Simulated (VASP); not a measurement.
Here is a VASP 6.6.1 calculation.

The input INCAR:

```
PREC = Accurate
ENCUT = 600
EDIFF = 1E-6
ISMEAR = 0
SIGMA = 0.02
LREAL = F
LASPH = T
NELM = 120
ALGO = Normal
ISIF = 2
LWAVE = F
LCHARG = F
GGA = PE
IVDW = 12
NBANDS = 11
GGA_COMPAT = F
```

KPOINTS

```
regular mesh
0
Gamma
  10 10 10
```

The input POSCAR:

```
MgSe
1.0
    0.0000000000      2.7119925112      2.7119925112
    2.7119925112      0.0000000000      2.7119925112
    2.7119925112      2.7119925112      0.0000000000
Mg Se
1 1
Direct
    0.0000000000      0.0000000000      0.0000000000
    0.5000000000      0.5000000000      0.5000000000
```

Potentials or basis: VASP PAW PBE potentials, release 64 (Mg, Se).

Command:

```console
$ cat potpaw_PBE.64/Mg/POTCAR potpaw_PBE.64/Se/POTCAR > POTCAR
$ mpirun -np 1 vasp_std > vasp.out
```

**Question.** Predict the dispersion energy per atom.

**Answer.** -0.379 eV.

**Question.** Predict the band gap on the k mesh.

**Answer.** 1.83 eV, indirect (least direct gap 2.70 eV).

**Question.** What does it give for the pressure?

**Answer.** -0.1 GPa.

A k mesh can miss the band edges. As with any semilocal functional, this PBE gap is likely too small.
